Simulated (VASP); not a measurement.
# Na (Im-3m) in VASP: elastic constants with PBE

Aim: the elastic constants of Na with PBE.

Program: VASP 6.6.1. These are calculated values, not measurements. Logs are shortened: lines on timing, memory, paths and dates and some standing lists are left out, and cuts for length are marked.

**1. The cell of the first run**

Symmetry: Im-3m, No. 229, cubic system. Conventional cell: a = 4.204 Å, b = 4.204 Å, c = 4.204 Å, α = 90.00°, β = 90.00°, γ = 90.00°. Within 4.8 Å of Na (site symmetry m-3m) lie 14 Na at 3.64 to 4.20 Å.

**2. Elastic constants, PBE**

The input, INCAR:

```
PREC = Accurate
ENCUT = 600
EDIFF = 1E-8
ISMEAR = -1
SIGMA = 0.15
LREAL = F
LASPH = T
NELM = 60
ALGO = Normal
ISIF = 3
LWAVE = F
LCHARG = T
GGA = PE
IBRION = 6
NFREE = 2
POTIM = 0.015
NSW = 1
```

The input, KPOINTS:

```
Automatic mesh
0
Gamma
  14 14 14
```

The input, POSCAR:

```
Na
1.0
   -2.1019213521      2.1019213521      2.1019213521
    2.1019213521     -2.1019213521      2.1019213521
    2.1019213521      2.1019213521     -2.1019213521
Na
1
Direct
    0.0000000000      0.0000000000      0.0000000000
```

Potentials or basis: VASP PAW PBE potentials, release 64 (Na_pv).

On the command line:

```console
> cat potpaw_PBE.64/Na_pv/POTCAR > POTCAR
> mpirun -np 1 vasp_std > vasp.out
```

OUTCAR:

```text
PREC = Accurate
   ENCUT = 600
   EDIFF = 1E-8
   ISMEAR = -1
   LREAL = F
   LASPH = T
   NELM = 60
   ISIF = 3
   GGA = PE
   IBRION = 6
   NFREE = 2
   POTIM = 0.015
   NSW = 1

 ion  position               nearest neighbor table
   1  0.000  0.000  0.000-

  LATTYP: Found a body centered cubic cell.
 ALAT       =     4.2038427042

  Lattice vectors:

 A1 = (  -2.1019213521,   2.1019213521,   2.1019213521)
 A2 = (   2.1019213521,  -2.1019213521,   2.1019213521)
 A3 = (   2.1019213521,   2.1019213521,  -2.1019213521)

Analysis of symmetry for initial positions (statically):
=====================================================================
 Subroutine PRICEL returns:
 Original cell was already a primitive cell.

 Routine SETGRP: Setting up the symmetry group for a
 body centered cubic supercell.

 Subroutine GETGRP returns: Found 48 space group operations
 (whereof 48 operations were pure point group operations)
 out of a pool of 48 trial point group operations.

The static configuration has the point symmetry O_h .

Analysis of symmetry for dynamics (positions and initial velocities):
=====================================================================
 Subroutine PRICEL returns:
 Original cell was already a primitive cell.

 Routine SETGRP: Setting up the symmetry group for a
 body centered cubic supercell.

 Subroutine GETGRP returns: Found 48 space group operations
 (whereof 48 operations were pure point group operations)
 out of a pool of 48 trial point group operations.

The dynamic configuration has the point symmetry O_h .

 Subroutine INISYM returns: Found 48 space group operations
 (whereof 48 operations are pure point group operations),
 and found     1 'primitive' translations

----------------------------------------------------------------------------------------

                                     Primitive cell

  volume of cell :      37.1458

  direct lattice vectors                    reciprocal lattice vectors
    -2.101921352  2.101921352  2.101921352     0.000000000  0.237877597  0.237877597
     2.101921352 -2.101921352  2.101921352     0.237877597  0.000000000  0.237877597
     2.101921352  2.101921352 -2.101921352     0.237877597  0.237877597  0.000000000

  length of vectors
     3.640634575  3.640634575  3.640634575     0.336409724  0.336409724  0.336409724

  position of ions in fractional coordinates (direct lattice)
     0.000000000  0.000000000  0.000000000

  ion indices of the primitive-cell ions
   primitive index   ion index
                 1           1

----------------------------------------------------------------------------------------

 KPOINTS: Automatic mesh

Automatic generation of k-mesh.
 Grid dimensions read from file:
 generate k-points for:   14   14   14

 Generating k-lattice:

  Cartesian coordinates                     Fractional coordinates (reciprocal lattice)
     0.000000000  0.016991257  0.016991257     0.071428571  0.000000000  0.000000000
     0.016991257  0.000000000  0.016991257     0.000000000  0.071428571  0.000000000
     0.016991257  0.016991257  0.000000000     0.000000000  0.000000000  0.071428571

[... 93 lines left out ...]
   NGX = 15   NGY = 15   NGZ = 15

--------------------------------------- Ionic step        1  -------------------------------------------

 number of electron       6.9999993 magnetization

 Free energy of the ion-electron system (eV)
  ---------------------------------------------------
  ext. energy  EPLUGINS =         0.00000000
  ---------------------------------------------------
  free energy    TOTEN  =        -1.32873096 eV

  energy without entropy =       -1.29383087  energy(sigma->0) =       -1.31128091

------------------------ aborting loop because EDIFF is reached ----------------------------------------

  FORCE on cell =-STRESS in cart. coord.  units (eV):
  Direction    XX          YY          ZZ          XY          YZ          ZX
  --------------------------------------------------------------------------------------
  -------------------------------------------------------------------------------------
  Total        0.0003062      0.0003062      0.0003062      0.0000000      0.0000000     -0.0000000
  in kB        0.0132080      0.0132080      0.0132080      0.0000000      0.0000000     -0.0000000
  external PRESSURE =       0.0132080 kB  Pullay stress =       0.0000000 kB
[... 86 lines left out ...]
  FREE ENERGIE OF THE ION-ELECTRON SYSTEM (eV)
  ---------------------------------------------------
  free  energy   TOTEN  =        -1.3284980058 eV

  energy  without entropy=       -1.2938885519  energy(sigma->0) =       -1.31119328

[... ionic steps 4 to 12 ...]

--------------------------------------- Ionic step       13  -------------------------------------------

 number of electron       6.9999994 magnetization

------------------------ aborting loop because EDIFF is reached ----------------------------------------
[... 65 lines left out ...]
--------------------------------------- Ionic step       15  -------------------------------------------

 number of electron       6.9999996 magnetization

 Free energy of the ion-electron system (eV)
  ---------------------------------------------------
  ext. energy  EPLUGINS =         0.00000000
  ---------------------------------------------------
  free energy    TOTEN  =        -1.32873444 eV

  energy without entropy =       -1.29383435  energy(sigma->0) =       -1.31128440

 E-fermi :   0.3177     XC(G=0):  -6.4970

 val. band max:        0.2721086491   @ k =  -0.3571   0.4286   0.1429
 cond. band min:       0.3528967488   @ k =   0.3571   0.0714   0.0714
 fundamental gap:      0.0807880997
 Fermi energy:         0.3177137444

 k-point     1 :       0.0000    0.0000    0.0000
  band No.  band energies     occupation
      1     -24.5802      2.00000
      2     -24.5802      2.00000
      3     -24.5802      2.00000
      4      -2.9507      2.00000
      5      12.0428      0.00000
      6      12.0428      0.00000
      7      12.0428      0.00000
[... 221 lines left out ...]
 k-point    24 :       0.3571    0.2857    0.0000
  band No.  band energies     occupation
      1     -24.6071      2.00000
      2     -24.6016      2.00000
      3     -24.5845      2.00000
      4       2.0355      0.00002
      5       2.4451      0.00000
      6       3.7118      0.00000
      7       8.3128      0.00000

 [... further k-points ...]

------------------------ aborting loop because EDIFF is reached ----------------------------------------

  FORCE on cell =-STRESS in cart. coord.  units (eV):
  Direction    XX          YY          ZZ          XY          YZ          ZX
  --------------------------------------------------------------------------------------
  -------------------------------------------------------------------------------------
  Total        0.0001543      0.0001543      0.0001543      0.0000000      0.0000000     -0.0000000
  in kB        0.0066574      0.0066574      0.0066574      0.0000000      0.0000000     -0.0000000
  external PRESSURE =       0.0066574 kB  Pullay stress =       0.0000000 kB
[... 16 lines left out ...]
  FREE ENERGIE OF THE ION-ELECTRON SYSTEM (eV)
  ---------------------------------------------------
  free  energy   TOTEN  =        -1.3287344413 eV

  energy  without entropy=       -1.2938343511  energy(sigma->0) =       -1.31128440

 INTERNAL STRAIN TENSORS FROM STRAINED CELLS
 ============================================

 INTERNAL STRAIN TENSOR FOR ION    1 for displacements in x,y,z  (eV/Angst):
          X           Y           Z          XY          YZ          ZX
  --------------------------------------------------------------------------------
  x     0.00000     0.00000     0.00000     0.00000    -0.00000    -0.00000
  y     0.00000     0.00000     0.00000     0.00000     0.00000     0.00000
  z    -0.00000    -0.00000     0.00000     0.00000    -0.00000     0.00000

 INTERNAL STRAIN TENSORS FROM DISPLACED ATOMS
 ============================================

 INTERNAL STRAIN TENSOR FOR ION    1 for displacements in x,y,z  (eV/Angst):
          X           Y           Z          XY          YZ          ZX
  --------------------------------------------------------------------------------
  x     0.00000     0.00000     0.00000     0.00000     0.00000     0.00000
  y     0.00000     0.00000     0.00000     0.00000     0.00000     0.00000
  z     0.00000     0.00000     0.00000     0.00000     0.00000     0.00000

 Eigenvectors and eigenvalues of the dynamical matrix
 ----------------------------------------------------

   1 f  =    0.000000 THz     0.000000 2PiTHz    0.000000 cm-1     0.000000 meV
             X         Y         Z           dx          dy          dz
      0.000000  0.000000  0.000000     0.731055    0.682318    0.000000

   2 f  =    0.000000 THz     0.000000 2PiTHz    0.000000 cm-1     0.000000 meV
             X         Y         Z           dx          dy          dz
      0.000000  0.000000  0.000000     0.682318   -0.731055    0.000000

   3 f  =    0.000000 THz     0.000000 2PiTHz    0.000000 cm-1     0.000000 meV
             X         Y         Z           dx          dy          dz
      0.000000  0.000000  0.000000     0.000000    0.000000    1.000000

--------------------------------------------------------------------------------------------------------

 ELASTIC MODULI CONTR FROM IONIC RELAXATION (kBar)
 Direction    XX          YY          ZZ          XY          YZ          ZX
 --------------------------------------------------------------------------------
 XX           0.0000      0.0000      0.0000      0.0000      0.0000      0.0000
 YY           0.0000      0.0000      0.0000      0.0000      0.0000      0.0000
 ZZ           0.0000      0.0000      0.0000      0.0000      0.0000      0.0000
 XY           0.0000      0.0000      0.0000      0.0000      0.0000      0.0000
 YZ           0.0000      0.0000      0.0000      0.0000      0.0000      0.0000
 ZX           0.0000      0.0000      0.0000      0.0000      0.0000      0.0000
 --------------------------------------------------------------------------------

 TOTAL ELASTIC MODULI (kBar)
 Direction    XX          YY          ZZ          XY          YZ          ZX
 --------------------------------------------------------------------------------
 XX          85.5146     70.1834     70.1834     -0.0000      0.0000     -0.0000
 YY          70.1834     85.5146     70.1834     -0.0000      0.0000     -0.0000
 ZZ          70.1834     70.1834     85.5146      0.0000     -0.0000     -0.0000
 XY          -0.0000     -0.0000      0.0000     61.4787     -0.0000      0.0000
 YZ           0.0000      0.0000     -0.0000     -0.0000     61.4787      0.0000
 ZX          -0.0000     -0.0000     -0.0000      0.0000      0.0000     61.4787
 --------------------------------------------------------------------------------
```

It took 7.3 min on 1 thread of Intel Xeon 6975P-C (Granite Rapids), shared host; peak memory 0.46 GiB.

What came out:

```yaml
Elastic_constants_C11_C12_C44: 9, 7, 6 GPa
Voigt_bulk_modulus: 8 GPa
```

Elastic tensor in Voigt notation (GPa, in the Cartesian axes of the cell as first typed):
```
9 7 7 0 0 0
7 9 7 0 0 0
7 7 9 0 0 0
0 0 0 6 0 0
0 0 0 0 6 0
0 0 0 0 0 6
```

Clamped-ion elastic tensor (GPa):
```
9 7 7 0 0 0
7 9 7 0 0 0
7 7 9 0 0 0
0 0 0 6 0 0
0 0 0 0 6 0
0 0 0 0 0 6
```
